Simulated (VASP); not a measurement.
# HfN (P6_3/mmc) in VASP: notebook

The runs below take HfN through relaxation of cell and atoms, with PBEsol+D3(BJ), PBEsol, BLYP+D3(BJ).

All numbers are computed with VASP 6.6.1; they aren't measurements. Logs are shortened: lines on timing, memory, paths and dates and some standing lists are left out, and cuts for length are marked.

## (1) The cell of the first run

It takes space group P6_3/mmc (No. 194, hexagonal). The conventional cell has a = 3.134 Å, b = 3.134 Å, c = 5.417 Å, α = 90.00°, β = 90.00°, γ = 120.00°. Within 3.0 Å of Hf (site symmetry -6m2) lie 6 N at 2.26 Å. Within 3.0 Å of N (site symmetry -3m) lie 6 Hf at 2.26 Å and 2 N at 2.71 Å.

## (2) Relaxation of cell and atoms, PBEsol+D3(BJ)

The input, INCAR:

```
SYSTEM = HfN
PREC = Accurate ; ENCUT = 600
EDIFF = 1E-6 ; ISMEAR = -1
SIGMA = 0.1 ; LREAL = .FALSE.
LASPH = .TRUE. ; NELM = 60
ALGO = Normal ; ISIF = 3
LWAVE = .FALSE. ; LCHARG = .FALSE.
GGA = PS ; IVDW = 12
IBRION = 2 ; NSW = 60
EDIFFG = -0.01
```

The input, KPOINTS:

```
Automatic mesh
0
G
  9 9 5
  0 0 0
```

The input, POSCAR:

```
HfN
1.0
    3.1339080000      0.0000000000      0.0000000000
   -1.5669540000      2.7140440000      0.0000000000
    0.0000000000      0.0000000000      5.4167680000
Hf N
2 2
Direct
    0.6666666667      0.3333333333      0.7500000000
    0.3333333333      0.6666666667      0.2500000000
    0.0000000000      0.0000000000      0.0000000000
    0.0000000000      0.0000000000      0.5000000000
```

Potentials or basis: VASP PAW PBE potentials, release 64 (Hf_pv, N).

Launch:

```sh
> cat potpaw_PBE.64/Hf_pv/POTCAR potpaw_PBE.64/N/POTCAR > POTCAR
> mpirun -np 1 vasp_std > vasp.out
```

OUTCAR:

```text
SYSTEM = HfN
   PREC = Accurate
   ENCUT = 600
   EDIFF = 1E-6
   ISMEAR = -1
   LREAL = .FALSE.
   LASPH = .TRUE.
   NELM = 60
   ISIF = 3
   GGA = PS
   IVDW = 12
   IBRION = 2
   NSW = 60
   EDIFFG = -0.01
 IVDW          = 12

 ion  position               nearest neighbor table
   1  0.667  0.333  0.750-   3 2.26   4 2.26   3 2.26   4 2.26   3 2.26   4 2.26   2 3.26   2 3.26
                             2 3.26   2 3.26   2 3.26   2 3.26
   2  0.333  0.667  0.250-   3 2.26   4 2.26   3 2.26   4 2.26   3 2.26   4 2.26   1 3.26   1 3.26
                             1 3.26   1 3.26   1 3.26   1 3.26
   3  0.000  0.000  0.000-   1 2.26   2 2.26   1 2.26   2 2.26   1 2.26   2 2.26
   4  0.000  0.000  0.500-   1 2.26   2 2.26   1 2.26   2 2.26   1 2.26   2 2.26

  LATTYP: Found a hexagonal cell.
 ALAT       =     3.1339080000
 C/A-ratio  =     1.7284387417

  Lattice vectors:

 A1 = (   3.1339080000,   0.0000000000,   0.0000000000)
 A2 = (  -1.5669540000,   2.7140440000,   0.0000000000)
 A3 = (   0.0000000000,   0.0000000000,   5.4167680000)

Analysis of symmetry for initial positions (statically):
=====================================================================
 Subroutine PRICEL returns:
 Original cell was already a primitive cell.

 Routine SETGRP: Setting up the symmetry group for a
 hexagonal supercell.

 Subroutine GETGRP returns: Found 24 space group operations
 (whereof 12 operations were pure point group operations)
 out of a pool of 24 trial point group operations.

The static configuration has the point symmetry D_3d.
 The point group associated with its full space group is D_6h.

Analysis of symmetry for dynamics (positions and initial velocities):
=====================================================================
 Subroutine PRICEL returns:
 Original cell was already a primitive cell.

 Routine SETGRP: Setting up the symmetry group for a
 hexagonal supercell.

 Subroutine GETGRP returns: Found 24 space group operations
 (whereof 12 operations were pure point group operations)
 out of a pool of 24 trial point group operations.

The dynamic configuration has the point symmetry D_3d.
 The point group associated with its full space group is D_6h.

 Subroutine INISYM returns: Found 24 space group operations
 (whereof 12 operations are pure point group operations),
 and found     1 'primitive' translations

----------------------------------------------------------------------------------------

                                     Primitive cell

  volume of cell :      46.0727

  direct lattice vectors                    reciprocal lattice vectors
     3.133908000  0.000000000  0.000000000     0.319090414  0.184226932  0.000000000
    -1.566954000  2.714044000  0.000000000     0.000000000  0.368453864  0.000000000
     0.000000000  0.000000000  5.416768000     0.000000000  0.000000000  0.184611931

  length of vectors
     3.133908000  3.133908051  5.416768000     0.368453870  0.368453864  0.184611931

  position of ions in fractional coordinates (direct lattice)
     0.666666667  0.333333333  0.750000000
     0.333333333  0.666666667  0.250000000
     0.000000000  0.000000000  0.000000000
     0.000000000  0.000000000  0.500000000

  ion indices of the primitive-cell ions
   primitive index   ion index
                 1           1
                 2           2
                 3           3
                 4           4

----------------------------------------------------------------------------------------

 KPOINTS: Automatic mesh

Automatic generation of k-mesh.
 Grid dimensions read from file:
 generate k-points for:    9    9    5

 Generating k-lattice:

  Cartesian coordinates                     Fractional coordinates (reciprocal lattice)
     0.035454490  0.020469659  0.000000000     0.111111111 -0.000000000  0.000000000
     0.000000000  0.040939318  0.000000000     0.000000000  0.111111111  0.000000000
     0.000000000  0.000000000  0.036922386     0.000000000  0.000000000  0.200000000

  Length of vectors
     0.040939319  0.040939318  0.036922386

  Shift w.r.t. Gamma in fractional coordinates (k-lattice)
     0.000000000  0.000000000  0.000000000

 Subroutine IBZKPT returns following result:
 ===========================================

 Found     36 irreducible k-points:

 Following reciprocal coordinates:
            Coordinates               Weight
  0.000000  0.000000  0.000000      1.000000
  0.111111  0.000000  0.000000      6.000000
  0.222222  0.000000  0.000000      6.000000
  0.333333  0.000000  0.000000      6.000000
  0.444444  0.000000  0.000000      6.000000
  0.111111  0.111111  0.000000      6.000000
[... 16 lines left out ...]
  0.333333  0.222222  0.200000     24.000000
  0.333333  0.333333  0.200000      4.000000
 [... further k-points ...]
   k-points           NKPTS =     36   k-points in BZ     NKDIM =     36   number of bands    NBANDS=     19
   number of dos      NEDOS =    301   number of ions     NIONS =      4
   total plane-waves  NPLWV =  37632
   dimension x,y,z NGX =    28 NGY =   28 NGZ =   48
   dimension x,y,z NGXF=    56 NGYF=   56 NGZF=   96
   ions per type =               2   2
   NGX,Y,Z   is equivalent  to a cutoff of  14.85, 14.85, 14.73 a.u.
   NGXF,Y,Z  is equivalent  to a cutoff of  29.71, 29.71, 29.46 a.u.
 SYSTEM =  HfN
   PREC   = accura    normal or accurate (medium, high low for compatibility)
   ISTART =      0    job   : 0-new  1-cont  2-samecut
   ICHARG =      2    charge: 1-file 2-atom 10-const
   ISPIN  =      1    spin polarized calculation?
   LNONCOLLINEAR =      F non collinear calculations
   LSORBIT =      F    spin-orbit coupling
   LASPH  =      T    aspherical Exc in radial PAW
   ENCUT  =  600.0 eV  44.10 Ry    6.64 a.u.   6.26  6.26 10.82*2*pi/ulx,y,z
   NELM   =     60;   NELMIN=  2; NELMDL= -5     # of ELM steps
   EDIFF  = 0.1E-05   stopping-criterion for ELM
   LREAL  =      F    real-space projection
   EDIFFG = -.1E-01   stopping-criterion for IOM
   NSW    =     60    number of steps for IOM
   IBRION =      2    ionic relax: 0-MD 1-quasi-New 2-CG
   NFREE  =      1    steps in history (QN), initial steepest desc. (CG)
   ISIF   =      3    stress and relaxation
   ISYM   =      2    0-nonsym 1-usesym 2-fastsym
   POTIM  = 0.5000    time-step for ionic-motion
   TEBEG  =    0.0;   TEEND  =   0.0 temperature during run
   PSTRESS=    0.0 pullay stress
   NELECT =      30.0000    total number of electrons
   NUPDOWN=      -1.0000    fix difference up-down
   EMIN   =  10.00;   EMAX   =-10.00  energy-range for DOS
   EFERMI =   0.00;   METHOD = LEGACY
   ISMEAR =    -1;   SIGMA  =   0.10  broadening in eV -4-tet -1-fermi 0-gaus
   EFERMI_NEDOS =   21; number of points for ismear=-14 and -15
   IALGO  =     38    algorithm
   IMIX   =      4    mixing-type and parameters
     AMIX     =   0.40;   BMIX     =  1.00
     AMIX_MAG =   1.60;   BMIX_MAG =  1.00
  volume/ion in A,a.u.               =      11.52        77.73
  Fermi-wavevector in a.u.,A,eV,Ry     =   1.418951  2.681429 27.394277  2.013423
  Thomas-Fermi vector in A             =   2.540023
   LORBIT       =      0    0 simple, 1 ext, 2 COOP (PROOUT), +10 PAW based schemes
   GGA     = PS    functional components
   LHFCALC =     F    Hartree Fock is set to
   AEXX    =    0.0000 exact exchange contribution
   IVDW    =    12    specifies the selected vdW correction
   LEPSILON=     F    determine dielectric tensor
   LRPA    =     F    only Hartree local field effects (RPA)
 conjugate gradient relaxation of ions
 non-spin polarized calculation
  energy-cutoff  :      600.00
  volume of cell :       46.07
 maximum number of plane-waves:      1581
 NGX is ok and might be reduce to    28
   NGX = 13   NGY = 13   NGZ = 21

--------------------------------------- Ionic step        1  -------------------------------------------

 number of electron      29.9999998 magnetization

 Free energy of the ion-electron system (eV)
  ---------------------------------------------------
  ext. energy  EPLUGINS =         0.00000000
  ---------------------------------------------------
  free energy    TOTEN  =       -45.87449823 eV

  energy without entropy =      -45.83998263  energy(sigma->0) =      -45.85724043

------------------------ aborting loop because EDIFF is reached ----------------------------------------

 Edisp (eV)   -1.55360

 E8    (eV) :    -1.0904

  FORCE on cell =-STRESS in cart. coord.  units (eV):
  Direction    XX          YY          ZZ          XY          YZ          ZX
  --------------------------------------------------------------------------------------
  -------------------------------------------------------------------------------------
  Total      -2.86102    -2.86102    -2.92273    -0.00000     0.00000     0.00000
  in kB     -99.49190   -99.49191  -101.63781    -0.00000     0.00000     0.00000
  external pressure =     -100.21 kB  Pullay stress =        0.00 kB
[... 107 lines left out ...]
  energy  without entropy=      -47.4483957417  energy(sigma->0) =      -47.46475387

--------------------------------------- Ionic step        4  -------------------------------------------

 number of electron      29.9999997 magnetization

 Free energy of the ion-electron system (eV)
  ---------------------------------------------------
  ext. energy  EPLUGINS =         0.00000000
  ---------------------------------------------------
  free energy    TOTEN  =       -45.86994887 eV

  energy without entropy =      -45.83726877  energy(sigma->0) =      -45.85360882

 E-fermi :   8.1240     XC(G=0): -13.0929

 val. band max:        7.9120818417   @ k =   0.1111   0.0000   0.2000
 cond. band min:       8.1451772691   @ k =   0.3333   0.0000   0.4000
 fundamental gap:      0.2330954274
 Fermi energy:         8.1239975444

 k-point     1 :       0.0000    0.0000    0.0000
  band No.  band energies     occupation
      1     -23.5407      2.00000
      2     -22.5394      2.00000
      3     -22.4360      2.00000
      4     -22.4360      2.00000
      5     -22.3673      2.00000
      6     -22.3673      2.00000
[... 11 lines left out ...]
     18       9.3730      0.00001
     19       9.9763      0.00000
[... 489 lines left out ...]
      3     -23.0714      2.00000
      4     -22.9724      2.00000
      5     -22.7296      2.00000
      6     -22.7296      2.00000
[... 11 lines left out ...]
     18      12.0338      0.00000
     19      13.1622      0.00000

 [... further k-points ...]

------------------------ aborting loop because EDIFF is reached ----------------------------------------

 Edisp (eV)   -1.61119

 E8    (eV) :    -1.1308

  FORCE on cell =-STRESS in cart. coord.  units (eV):
  Direction    XX          YY          ZZ          XY          YZ          ZX
  --------------------------------------------------------------------------------------
  -------------------------------------------------------------------------------------
  Total      -0.01103    -0.01103    -0.00844    -0.00000    -0.00000    -0.00000
  in kB      -0.39772    -0.39772    -0.30442    -0.00000    -0.00000    -0.00000
  external pressure =       -0.37 kB  Pullay stress =        0.00 kB
[... 19 lines left out ...]
  FREE ENERGIE OF THE ION-ELECTRON SYSTEM (eV)
  ---------------------------------------------------
  free  energy   TOTEN  =       -47.4811388654 eV

  energy  without entropy=      -47.4484587592  energy(sigma->0) =      -47.46479881

 reached required accuracy - stopping structural energy minimisation
```

It took 100 s on 1 thread of Intel Xeon Platinum 8488C (Sapphire Rapids), shared host; peak memory 0.21 GiB.

Results:

- Free energy: -47.4811 eV
- Relaxed volume: 11.11 Å³/atom
- Relaxed cell: a = 3.097 Å, b = 3.097 Å, c = 5.351 Å, α = 90.00°, β = 90.00°, γ = 120.00°
- Space group after relaxing (to 0.05 Å): P6_3/mmc (No. 194)
- Energy gained by relaxing: 13.3 meV/atom
- Ionic steps: 4
- Pressure after relaxing: 0.0 GPa
- Band gap on the k mesh: zero (band 15 reaches 9.60 eV, above the bottom of band 16 at 7.83 eV)
- Dispersion energy per atom: -0.403 eV

The path:
```tsv
step	energy change (eV)	largest force (eV/Å)	pressure (GPa)	volume (Å³)
1	0.0000	0.0000	-10.02	46.07
2	0.1605	0.0000	24.27	41.43
3	-0.0530	0.0000	-0.24	44.47
4	-0.0530	0.0000	-0.04	44.44
```

Final structure:
```yaml
crystal:
  lattice:
    - [3.09662, 0.00000, 0.00000]
    - [-1.54831, 2.68175, 0.00000]
    - [0.00000, 0.00000, 5.35093]
  atoms:
    - { symbol: Hf, position: [0.66667, 0.33333, 0.75000] }
    - { symbol: Hf, position: [0.33333, 0.66667, 0.25000] }
    - { symbol: N, position: [0.00000, 0.00000, 0.00000] }
    - { symbol: N, position: [0.00000, 0.00000, 0.50000] }
```

Levels at points of the mesh, in eV from the Fermi level:
| k point | band 12 | band 13 | band 14 | band 15 | band 16 | band 17 | band 18 | band 19 |
| --- | --- | --- | --- | --- | --- | --- | --- | --- |
| (0.00, 0.00, 0.00) | -3.71 | -3.71 | -1.75 | -0.72 | 0.68 | 0.68 | 1.25 | 1.85 |

Caveat: the PAW data sets were made with another functional, which shifts forces and pressure a little; spin-orbit coupling is left out, which moves the levels of the heavy elements; pairwise dispersion overbinds metals, which lowers pressure and volume.

## (3) Relaxation of cell and atoms, PBEsol

The input, INCAR:

```
  ALGO = Normal
  EDIFF = 1E-6
  EDIFFG = -0.01
  ENCUT = 600
  GGA = PS
  IBRION = 2
  ISIF = 3
  ISMEAR = -1
  LASPH = True
  LCHARG = False
  LREAL = False
  LWAVE = False
  NELM = 60
  NSW = 60
  PREC = Accurate
  SIGMA = 0.1
```

The input, KPOINTS:

```
k-points
0
Gamma
  9 9 5
```

POSCAR is that of step 2.

Potentials or basis: VASP PAW PBE potentials, release 64 (Hf_pv, N).

Launch:

```sh
> cat potpaw_PBE.64/Hf_pv/POTCAR potpaw_PBE.64/N/POTCAR > POTCAR
> mpirun -np 1 vasp_std > vasp.out
```

It took 75 s on 1 thread of Intel Xeon Platinum 8488C (Sapphire Rapids), shared host; peak memory 0.2 GiB.

It converged, with:

```
Free energy                            : -45.8856 eV
Relaxed volume                         : 11.33 Å³/atom
Relaxed cell                           : a = 3.117 Å, b = 3.117 Å, c = 5.386 Å, α = 90.00°, β = 90.00°, γ = 120.00°
Space group after relaxing (to 0.05 Å) : P6_3/mmc (No. 194)
Energy gained by relaxing              : 2.8 meV/atom
Ionic steps                            : 3
Pressure after relaxing                : 0.0 GPa
Band gap on the k mesh                 : zero (band 15 reaches 9.37 eV, above the bottom of band 16 at 7.66 eV)
```

Step by step:
| step | energy change (eV) | largest force (eV/Å) | pressure (GPa) | volume (Å³) |
| --- | --- | --- | --- | --- |
| 1 | 0.0000 | 0.0000 | -4.58 | 46.07 |
| 2 | 0.0297 | 0.0000 | 9.58 | 43.91 |
| 3 | -0.0111 | 0.0000 | -0.04 | 45.32 |

Final structure:
```yaml
crystal:
  lattice:
    - [3.11699, 0.00000, 0.00000]
    - [-1.55849, 2.69939, 0.00000]
    - [0.00000, 0.00000, 5.38626]
  atoms:
    - { symbol: Hf, position: [0.66667, 0.33333, 0.75000] }
    - { symbol: Hf, position: [0.33333, 0.66667, 0.25000] }
    - { symbol: N, position: [0.00000, 0.00000, 0.00000] }
    - { symbol: N, position: [0.00000, 0.00000, 0.50000] }
```

Levels at points of the mesh, in eV from the Fermi level:
| k point | band 13 | band 14 | band 15 | band 16 | band 17 | band 18 |
| --- | --- | --- | --- | --- | --- | --- |
| (0.00, 0.00, 0.00) | -3.66 | -1.74 | -0.69 | 0.68 | 0.68 | 1.13 |

Caveat: the PAW data sets were made with another functional, which shifts forces and pressure a little; spin-orbit coupling is left out, which moves the levels of the heavy elements.

(Part 1 of 2 ends here.)
